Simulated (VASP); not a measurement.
# Hf (I4/mmm) in VASP: notebook

Runs on Hf. Level: r2SCAN. Tasks: single point.

Program: VASP 6.6.1. These are calculated values, not measurements. Logs are shortened: lines on timing, memory, paths and dates and some standing lists are left out, and cuts for length are marked.

**1. The cell of the first run**

It takes space group I4/mmm (No. 139, tetragonal). The conventional cell has a = 3.610 Å, b = 3.610 Å, c = 3.772 Å, α = 90.00°, β = 90.00°, γ = 90.00°. Within 4.2 Å of Hf (site symmetry 4/mmm) lie 14 Hf at 3.17 to 3.77 Å.

**2. Single point, r2SCAN (strain +0.0450 x Voigt [1, 0, 0, 0, 0, 0])**

POSCAR

```
Hf
1.0
   -1.8862250000      1.8050000000      1.8050000000
    1.8862250000     -1.8050000000      1.8050000000
    1.8862250000      1.8050000000     -1.8050000000
Hf
1
Direct
    0.0000000000      0.0000000000      0.0000000000
```

INCAR.step1

```
PREC     = Accurate       # precision mode
ENCUT    = 520            # plane-wave cutoff, eV
ISMEAR   = 0              # smearing method
SIGMA    = 0.15           # smearing width, eV
LREAL    = F              # projectors in reciprocal space
LASPH    = T              # aspherical terms in the spheres
NELM     = 100            # most SCF steps
NBANDS   = 11             # bands
GGA      = PE             # functional
ALGO     = Normal         # electronic algorithm
EDIFF    = 1E-4           # SCF threshold, eV
LWAVE    = T              # write WAVECAR
LCHARG   = F              # write CHGCAR
```

INCAR.step2

```
PREC     = Accurate       # precision mode
ENCUT    = 520            # plane-wave cutoff, eV
EDIFF    = 1E-6           # SCF threshold, eV
ISMEAR   = 0              # smearing method
SIGMA    = 0.15           # smearing width, eV
LREAL    = F              # projectors in reciprocal space
LASPH    = T              # aspherical terms in the spheres
NELM     = 100            # most SCF steps
ALGO     = Normal         # electronic algorithm
ISIF     = 2              # what is computed and relaxed
LWAVE    = F              # write WAVECAR
LCHARG   = F              # write CHGCAR
METAGGA  = R2SCAN         # meta-GGA
LMIXTAU  = T            
NBANDS   = 11             # bands
ISTART   = 1
```

KPOINTS

```
Automatic mesh
0
Gamma
  18 18 18
```

Potentials or basis: VASP PAW PBE potentials, release 64 (Hf_pv).

Run with:

```
$ cat potpaw_PBE.64/Hf_pv/POTCAR > POTCAR
$ cp INCAR.step1 INCAR
$ mpirun -np 1 vasp_std > vasp.out
$ cp INCAR.step2 INCAR
$ mpirun -np 1 vasp_std > vasp.out
```

OUTCAR:

```text
PREC = Accurate
   ENCUT = 520
   EDIFF = 1E-6
   ISMEAR = 0
   LREAL = F
   LASPH = T
   NELM = 100
   ISIF = 2
   METAGGA = R2SCAN
   ISTART = 1

 ion  position               nearest neighbor table
   1  0.000  0.000  0.000-

  LATTYP: Found a body centered tetragonal cell.
 ALAT       =     3.6100000000
 C/A-ratio  =     1.0450000000

  Lattice vectors:

 A1 = (  -1.8862250000,   1.8050000000,  -1.8050000000)
 A2 = (  -1.8862250000,  -1.8050000000,   1.8050000000)
 A3 = (   1.8862250000,   1.8050000000,   1.8050000000)

Analysis of symmetry for initial positions (statically):
=====================================================================
 Subroutine PRICEL returns:
 Original cell was already a primitive cell.

 Routine SETGRP: Setting up the symmetry group for a
 body centered tetragonal supercell.

 Subroutine GETGRP returns: Found 16 space group operations
 (whereof 16 operations were pure point group operations)
 out of a pool of 16 trial point group operations.

The static configuration has the point symmetry D_4h.

Analysis of symmetry for dynamics (positions and initial velocities):
=====================================================================
 Subroutine PRICEL returns:
 Original cell was already a primitive cell.

 Routine SETGRP: Setting up the symmetry group for a
 body centered tetragonal supercell.

 Subroutine GETGRP returns: Found 16 space group operations
 (whereof 16 operations were pure point group operations)
 out of a pool of 16 trial point group operations.

The dynamic configuration has the point symmetry D_4h.

 Subroutine INISYM returns: Found 16 space group operations
 (whereof 16 operations are pure point group operations),
 and found     1 'primitive' translations

----------------------------------------------------------------------------------------

                                     Primitive cell

  volume of cell :      24.5815

  direct lattice vectors                    reciprocal lattice vectors
    -1.886225000  1.805000000  1.805000000     0.000000000  0.277008310  0.277008310
     1.886225000 -1.805000000  1.805000000     0.265079723  0.000000000  0.277008310
     1.886225000  1.805000000 -1.805000000     0.265079723  0.277008310  0.000000000

  length of vectors
     3.173939941  3.173939941  3.173939941     0.391748909  0.383406916  0.383406916

  position of ions in fractional coordinates (direct lattice)
     0.000000000  0.000000000  0.000000000

  ion indices of the primitive-cell ions
   primitive index   ion index
                 1           1

----------------------------------------------------------------------------------------

 KPOINTS: Automatic mesh

Automatic generation of k-mesh.
 Grid dimensions read from file:
 generate k-points for:   18   18   18

 Generating k-lattice:

  Cartesian coordinates                     Fractional coordinates (reciprocal lattice)
     0.000000000  0.015389351  0.015389351     0.055555556  0.000000000  0.000000000
     0.014726651  0.000000000  0.015389351     0.000000000  0.055555556 -0.000000000
     0.014726651  0.015389351  0.000000000     0.000000000 -0.000000000  0.055555556

  Length of vectors
     0.021763828  0.021300384  0.021300384

  Shift w.r.t. Gamma in fractional coordinates (k-lattice)
     0.000000000  0.000000000  0.000000000

 Subroutine IBZKPT returns following result:
 ===========================================

 Found    480 irreducible k-points:

 Following reciprocal coordinates:
            Coordinates               Weight
  0.000000  0.000000  0.000000      1.000000
  0.055556  0.000000  0.000000      4.000000
  0.111111  0.000000  0.000000      4.000000
  0.166667  0.000000  0.000000      4.000000
  0.222222  0.000000  0.000000      4.000000
  0.277778  0.000000  0.000000      4.000000
[... 16 lines left out ...]
  0.166667  0.111111 -0.000000     16.000000
  0.222222  0.111111 -0.000000     16.000000
 [... further k-points ...]
   k-points           NKPTS =    480   k-points in BZ     NKDIM =    480   number of bands    NBANDS=     11
   number of dos      NEDOS =    301   number of ions     NIONS =      1
   total plane-waves  NPLWV =  13824
   dimension x,y,z NGX =    24 NGY =   24 NGZ =   24
   dimension x,y,z NGXF=    48 NGYF=   48 NGZF=   48
   ions per type =               1
   NGX,Y,Z   is equivalent  to a cutoff of  12.57, 12.57, 12.57 a.u.
   NGXF,Y,Z  is equivalent  to a cutoff of  25.14, 25.14, 25.14 a.u.
 SYSTEM =  unknown system
   PREC   = accura    normal or accurate (medium, high low for compatibility)
   ISTART =      1    job   : 0-new  1-cont  2-samecut
   ICHARG =      0    charge: 1-file 2-atom 10-const
   ISPIN  =      1    spin polarized calculation?
   LNONCOLLINEAR =      F non collinear calculations
   LSORBIT =      F    spin-orbit coupling
   LASPH  =      T    aspherical Exc in radial PAW
   ENCUT  =  520.0 eV  38.22 Ry    6.18 a.u.   5.90  5.90  5.90*2*pi/ulx,y,z
   NELM   =    100;   NELMIN=  2; NELMDL=  0     # of ELM steps
   EDIFF  = 0.1E-05   stopping-criterion for ELM
   LREAL  =      F    real-space projection
   EDIFFG = 0.1E-04   stopping-criterion for IOM
   NSW    =      0    number of steps for IOM
   IBRION =     -1    ionic relax: 0-MD 1-quasi-New 2-CG
   NFREE  =      0    steps in history (QN), initial steepest desc. (CG)
   ISIF   =      2    stress and relaxation
   ISYM   =      2    0-nonsym 1-usesym 2-fastsym
   POTIM  = 0.5000    time-step for ionic-motion
   TEBEG  =    0.0;   TEEND  =   0.0 temperature during run
   PSTRESS=    0.0 pullay stress
   NELECT =      10.0000    total number of electrons
   NUPDOWN=      -1.0000    fix difference up-down
   EMIN   =  10.00;   EMAX   =-10.00  energy-range for DOS
   EFERMI =   0.00;   METHOD = LEGACY
   ISMEAR =     0;   SIGMA  =   0.15  broadening in eV -4-tet -1-fermi 0-gaus
   EFERMI_NEDOS =   21; number of points for ismear=-14 and -15
   IALGO  =     38    algorithm
   IMIX   =      4    mixing-type and parameters
     AMIX     =   0.40;   BMIX     =  1.00
     AMIX_MAG =   1.60;   BMIX_MAG =  1.00
  volume/ion in A,a.u.               =      24.58       165.88
  Fermi-wavevector in a.u.,A,eV,Ry     =   1.213032  2.292298 20.020241  1.471446
  Thomas-Fermi vector in A             =   2.348497
   LORBIT       =      0    0 simple, 1 ext, 2 COOP (PROOUT), +10 PAW based schemes
   METAGGA = R2SCAN    functional components
   LHFCALC =     F    Hartree Fock is set to
   AEXX    =    0.0000 exact exchange contribution
   IVDW    =     0    specifies the selected vdW correction
   LEPSILON=     F    determine dielectric tensor
   LRPA    =     F    only Hartree local field effects (RPA)
 non-spin polarized calculation
 Gauss-broadening in eV      SIGMA  =   0.15
  energy-cutoff  :      520.00
  volume of cell :       24.58
 maximum number of plane-waves:       684
   NGX = 11   NGY = 11   NGZ = 11

 number of electron      10.0000000 magnetization

 Free energy of the ion-electron system (eV)
  ---------------------------------------------------
  ext. energy  EPLUGINS =         0.00000000
  ---------------------------------------------------
  free energy    TOTEN  =       -44.87899475 eV

  energy without entropy =      -44.85439655  energy(sigma->0) =      -44.86669565

 E-fermi :   3.8683     XC(G=0): -11.7058

 val. band max:        3.8675343937   @ k =   0.0556   0.3333   0.0556
 cond. band min:       3.8684420712   @ k =  -0.3889   0.4444   0.0000
 fundamental gap:      0.0009076775
 Fermi energy:         3.8682583140

 k-point     1 :       0.0000    0.0000    0.0000
  band No.  band energies     occupation
      1     -27.5356      2.00000
      2     -27.5349      2.00000
      3     -27.5349      2.00000
      4      -3.2307      2.00000
      5       5.3765      0.00000
      6       5.3765      0.00000
      7       5.8449      0.00000
      8       7.7525      0.00000
      9       8.3686      0.00000
     10      15.5935      0.00000
     11      16.8957      0.00000

 k-point     2 :       0.0556    0.0000    0.0000
  band No.  band energies     occupation
      1     -27.5542      2.00000
      2     -27.5421      2.00000
      3     -27.5354      2.00000
      4      -3.1208      2.00000
      5       5.2911      0.00000
      6       5.4802      0.00000
      7       5.8025      0.00000
      8       7.7628      0.00000
      9       8.2452      0.00000
     10      15.5935      0.00000
     11      17.1084      0.00000

 k-point     3 :       0.1111    0.0000    0.0000
  band No.  band energies     occupation
      1     -27.6092      2.00000
      2     -27.5609      2.00000
      3     -27.5369      2.00000
      4      -2.7984      2.00000
      5       5.0570      0.00000
      6       5.6389      0.00000
      7       5.7885      0.00000
      8       7.7988      0.00000
      9       7.9983      0.00000
     10      15.5934      0.00000
     11      17.7217      0.00000

 k-point     4 :       0.1667    0.0000    0.0000
  band No.  band energies     occupation
      1     -27.6923      2.00000
      2     -27.5894      2.00000
      3     -27.5392      2.00000
      4      -2.2865      2.00000
      5       4.7279      0.00000
      6       5.3003      0.00000
      7       6.2933      0.00000
      8       7.8524      0.00000
      9       7.8733      0.00000
     10      15.5933      0.00000
     11      18.0210      0.00000
[... 239 lines left out ...]
 k-point    22 :       0.1111    0.1111    0.0000
  band No.  band energies     occupation
      1     -27.7380      2.00000
      2     -27.5853      2.00000
      3     -27.5560      2.00000
      4      -2.0081      2.00000
      5       4.6710      0.00000
      6       5.0015      0.00000
      7       6.7120      0.00000
      8       7.3692      0.00000
      9       8.2695      0.00000
     10      15.5932      0.00000
     11      18.2494      0.00000

 k-point    23 :       0.1667    0.1111   -0.0000
  band No.  band energies     occupation
      1     -27.8249      2.00000
      2     -27.6201      2.00000
      3     -27.5634      2.00000
      4      -1.3624      2.00000
      5       4.3120      0.00003
      6       4.6359      0.00000
      7       7.2571      0.00000
      8       7.4955      0.00000
      9       8.4430      0.00000
     10      15.5929      0.00000
     11      17.7306      0.00000

 k-point    24 :       0.2222    0.1111   -0.0000
  band No.  band energies     occupation
      1     -27.9136      2.00000
      2     -27.6621      2.00000
      3     -27.5682      2.00000
      4      -0.6311      2.00000
      5       3.9679      0.34736
      6       4.2601      0.00022
      7       7.5132      0.00000
      8       8.2179      0.00000
      9       8.6272      0.00000
     10      15.5915      0.00000
     11      16.5208      0.00000

 [... further k-points ...]

------------------------ aborting loop because EDIFF is reached ----------------------------------------

  FORCE on cell =-STRESS in cart. coord.  units (eV):
  Direction    XX          YY          ZZ          XY          YZ          ZX
  --------------------------------------------------------------------------------------
  -------------------------------------------------------------------------------------
  Total       -1.1164979     -1.5573802     -1.5573802      0.0000000      0.0000000     -0.0000000
  in kB      -72.7713781   -101.5073120   -101.5073120      0.0000000      0.0000000     -0.0000000
  external PRESSURE =     -91.9286674 kB  Pullay stress =       0.0000000 kB

 VOLUME and BASIS-vectors are now :
 -----------------------------------------------------------------------------
  energy-cutoff  :      520.00
  volume of cell :       24.58
      direct lattice vectors                 reciprocal lattice vectors
    -1.886225000  1.805000000  1.805000000     0.000000000  0.277008310  0.277008310
     1.886225000 -1.805000000  1.805000000     0.265079723  0.000000000  0.277008310
     1.886225000  1.805000000 -1.805000000     0.265079723  0.277008310  0.000000000

 POSITION                                       TOTAL-FORCE (eV/Angst)
 -----------------------------------------------------------------------------------
      0.00000      0.00000      0.00000        -0.000000     -0.000000      0.000000
 -----------------------------------------------------------------------------------
    total drift:                                0.000000     -0.000000      0.000000

  FREE ENERGIE OF THE ION-ELECTRON SYSTEM (eV)
  ---------------------------------------------------
  free  energy   TOTEN  =       -44.8789947493 eV

  energy  without entropy=      -44.8543965527  energy(sigma->0) =      -44.86669565
```

Wall time 3.9 min (1 thread of Intel Xeon 6975P-C (Granite Rapids), shared host); peak memory 0.25 GiB.

Results:

- Free energy: -44.8790 eV
- Pressure: -9.2 GPa
- Band gap on the k mesh: zero (band 5 reaches 5.41 eV, above the bottom of band 6 at 3.16 eV)

Levels at points of the mesh, in eV from the Fermi level:
```csv
k point,band 3,band 4,band 5,band 6,band 7,band 8
"(0.00, 0.00, 0.00)",-31.40,-7.10,1.51,1.51,1.98,3.88
"(0.50, 0.00, 0.00)",-31.42,-3.16,-0.58,0.69,4.43,5.12
"(0.00, 0.50, 0.00)",-31.40,-3.25,-0.09,0.44,3.75,4.94
"(0.50, 0.50, 0.50)",-31.81,-2.38,-2.27,6.04,6.31,6.41
```

Caveat: the cell differs from its parent crystal (strain +0.0450 x Voigt [1, 0, 0, 0, 0, 0]); the PAW data sets were made with another functional, which shifts forces and pressure a little; spin-orbit coupling is left out, which moves the levels of the heavy elements.

**3. Single point, r2SCAN (strain +0.0525 x Voigt [1, 0, 0, 0, 0, 0])**

POSCAR

```
Hf
1.0
   -1.8997625000      1.8050000000      1.8050000000
    1.8997625000     -1.8050000000      1.8050000000
    1.8997625000      1.8050000000     -1.8050000000
Hf
1
Direct
    0.0000000000      0.0000000000      0.0000000000
```

INCAR.step1

```
  PREC = Accurate
  ENCUT = 520
  ISMEAR = 0
  SIGMA = 0.15
  LREAL = False
  LASPH = True
  NELM = 60
  NBANDS = 11
  GGA = PE
  ALGO = Normal
  EDIFF = 1E-4
  LWAVE = True
  LCHARG = False
```

INCAR.step2

```
  PREC = Accurate
  ENCUT = 520
  EDIFF = 1E-6
  ISMEAR = 0
  SIGMA = 0.15
  LREAL = False
  LASPH = True
  NELM = 60
  ALGO = Normal
  ISIF = 2
  LWAVE = False
  LCHARG = False
  METAGGA = R2SCAN
  LMIXTAU = True
  NBANDS = 11
  ISTART = 1
```

KPOINTS

```
regular mesh
0
Gamma
  18 18 18
```

Potentials or basis: VASP PAW PBE potentials, release 64 (Hf_pv).

Run with:

```
$ cat potpaw_PBE.64/Hf_pv/POTCAR > POTCAR
$ cp INCAR.step1 INCAR
$ mpirun -np 1 vasp_std > vasp.out
$ cp INCAR.step2 INCAR
$ mpirun -np 1 vasp_std > vasp.out
```

Wall time 3.6 min (1 thread of Intel Xeon 6975P-C (Granite Rapids), shared host); peak memory 0.25 GiB.

It converged, with:

```
Free energy            : -44.8709 eV
Pressure               : -9.7 GPa
Band gap on the k mesh : zero (band 5 reaches 5.37 eV, above the bottom of band 6 at 3.13 eV)
```

Stress tensor (GPa, compression positive):
```
 -7.48   0.00   0.00
  0.00 -10.78   0.00
  0.00   0.00 -10.78
```

Levels at points of the mesh, in eV from the Fermi level:
| k point | band 1 | band 2 | band 3 | band 4 | band 5 | band 6 | band 7 | band 8 | band 9 | band 10 |
| --- | --- | --- | --- | --- | --- | --- | --- | --- | --- | --- |
| (0.00, 0.00, 0.00) | -31.44 | -31.44 | -31.44 | -7.08 | 1.48 | 1.48 | 2.02 | 3.80 | 4.51 | 11.69 |
| (0.50, 0.00, 0.00) | -32.02 | -31.65 | -31.46 | -3.13 | -0.62 | 0.69 | 4.46 | 5.11 | 7.08 | 9.55 |
| (0.00, 0.50, 0.00) | -32.03 | -31.62 | -31.44 | -3.23 | -0.06 | 0.41 | 3.66 | 4.91 | 6.97 | 9.31 |
| (0.50, 0.50, 0.50) | -31.89 | -31.83 | -31.83 | -2.36 | -2.24 | 5.87 | 6.24 | 6.36 | 6.36 | 7.09 |

Caveat: the cell differs from its parent crystal (strain +0.0525 x Voigt [1, 0, 0, 0, 0, 0]); the PAW data sets were made with another functional, which shifts forces and pressure a little; spin-orbit coupling is left out, which moves the levels of the heavy elements.
